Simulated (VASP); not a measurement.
A run of VASP 6.6.1 is set up as follows.

Contents of INCAR:

```
PREC = Accurate
ENCUT = 520
EDIFF = 1E-6
ISMEAR = -1
SIGMA = 0.1
LREAL = F
LASPH = T
NELM = 80
ALGO = Normal
ISIF = 2
LWAVE = F
LCHARG = F
GGA = PE
NBANDS = 15
```

The input KPOINTS:

```
Automatic mesh
0
Gamma
  12 12 9
```

Contents of POSCAR:

```
CaB2
1.0
    3.2264300000      0.0483964500      0.0000000000
   -1.5713024350      2.7699727750      0.0000000000
    0.0000000000      0.0000000000      4.0673920000
Ca B
1 2
Direct
    0.0000000000      0.0000000000      0.0000000000
    0.3333333333      0.6666666667      0.5000000000
    0.6666666667      0.3333333333      0.5000000000
```

Potentials or basis: VASP PAW PBE potentials, release 64 (Ca_sv, B).

Run with:

```console
$ cat potpaw_PBE.64/Ca_sv/POTCAR potpaw_PBE.64/B/POTCAR > POTCAR
$ mpirun -np 1 vasp_std > vasp.out
```

Question: Estimate the pressure.

Answer: -0.1 GPa.

Question: Predict the largest force.

Answer: 0.054 eV/Å.

Question: Estimate the band gap on the k mesh.

Answer: Zero (bands 8 and 9 overlap by 1.69 eV).

Stress tensor (GPa, compression positive):
```
-0.40 -3.46  0.00
-3.46 -0.55  0.00
 0.00  0.00  0.63
```
